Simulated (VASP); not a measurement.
Write the native input for VASP 6.6.1 that does the following.

```
Task                   : single point
Functional             : PBE
Potentials or basis    : VASP PAW PBE potentials, release 64 (Si, C)
Cutoff                 : 520 eV
k mesh                 : 6 × 6 × 6
Occupations            : gaussian, width 0.01 eV
Spin                   : no spin polarisation
Dipole correction      : no
Further INCAR settings : ALGO = Normal; EDIFF = 1e-07; NBANDS = 11
```

The structure of SiC lies in POSCAR:

```
SiC
1.0
    0.0000000000      2.1780523450      2.1780523450
    2.1780523450      0.0000000000      2.1780523450
    2.1780523450      2.1780523450      0.0000000000
Si C
1 1
Direct
    0.0000000000      0.0000000000      0.0000000000
    0.2500000000      0.2500000000      0.2500000000
```

One way to write it, as run:

INCAR

```
PREC     = Accurate       # precision mode
ENCUT    = 520            # plane-wave cutoff, eV
EDIFF    = 1E-7           # SCF threshold, eV
ISMEAR   = 0              # smearing method
SIGMA    = 0.01           # smearing width, eV
LREAL    = False          # projectors in reciprocal space
LASPH    = True           # aspherical terms in the spheres
NELM     = 60             # most SCF steps
ALGO     = Normal         # electronic algorithm
ISIF     = 2              # what is computed and relaxed
LWAVE    = False          # write WAVECAR
LCHARG   = False          # write CHGCAR
GGA      = PE             # functional
NBANDS   = 11             # bands
```

KPOINTS

```
regular mesh
0
Gamma
  6 6 6
```

Potentials or basis: VASP PAW PBE potentials, release 64 (Si, C).

The run is started by

```bash
$ cat potpaw_PBE.64/Si/POTCAR potpaw_PBE.64/C/POTCAR > POTCAR
$ mpirun -np 1 vasp_std > vasp.out
```

Results of the run:

```yaml
Pressure: 3.5 GPa
Band_gap_on_the_k_mesh: 1.35 eV, indirect (least direct gap 4.54 eV)
```

Run time: 2.4 s on 1 thread of Intel Xeon 6975P-C, on a shared host, peak memory 0.13 GiB.
